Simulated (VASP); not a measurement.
Crystal: Ir.

```
Ir
1.0
     2.75138    0.00000    0.00000
    -1.37569    2.38276    0.00000
     0.00000    0.00000    4.46229
Ir
2
Direct
  0.66667 0.33333 0.75000
  0.33333 0.66667 0.25000
```

Base run:

| Quantity | Value |
| --- | --- |
| Program | VASP 6.6.1 |
| Functional | PBEsol |
| Potentials or basis | VASP PAW PBE potentials, release 64 (Ir) |
| Cutoff | 520 eV |
| k mesh | 14 × 14 × 8 |
| Occupations | methfessel-paxton, width 0.15 eV |
| Spin | no spin polarisation |

Its results: band gap on the k mesh zero (band 9 reaches 10.71 eV, above the bottom of band 10 at 7.53 eV); pressure -11.8 GPa.

Question: The run is repeated on the same cell with these changes: functional from PBEsol to BLYP. What comes out?

Answer: Band gap on the k mesh zero (band 9 reaches 11.44 eV, above the bottom of band 10 at 8.37 eV); pressure 17.9 GPa.

BLYP binds less tightly than PBEsol, so the same cell stands under more pressure.

Caveats: the PAW data sets were made with another functional, which shifts forces and pressure a little; spin-orbit coupling is left out, which moves the levels of the heavy elements.
